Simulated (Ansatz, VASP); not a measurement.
**Hf in VASP and in Ansatz**

```
CELL_PARAMETERS angstrom
4.99386 0.00000 0.00000
-2.49693 4.32481 0.00000
0.00000 0.00000 3.09939
ATOMIC_POSITIONS crystal
Hf 0.00000 0.00000 0.00000
Hf 0.33333 0.66667 0.50000
Hf 0.66667 0.33333 0.50000
```

Alike in both runs: functional PBE; k mesh 12 × 12 × 14; occupations gaussian, width 0.1 eV; no spin polarisation.

Ansatz relaxed the structure, and its values are those at the end. VASP's run is a single point on that final structure, the one shown.

|  | VASP | Ansatz |
| --- | --- | --- |
| version | VASP 6.6.1 | Ansatz 0.2.0 |
| potentials or method | VASP PAW PBE potentials, release 64 (Hf_pv), cutoff 520 eV | scalar-relativistic, plane waves, PAW |
| valence electrons in the cell | 30 | 78 |

```tsv
	VASP	Ansatz	Ansatz less VASP
gap on the k mesh at the Fermi level (eV)	none	none	-
pressure (GPa)	-0.4	0.0	+0.44
```

A gap of «none» marks a metal or a gap that the smearing closes. VASP's potentials hold 30 valence electrons a cell and Ansatz's 78, so a difference there can come from the potentials and not from the codes.

Neither program's run includes spin-orbit coupling.
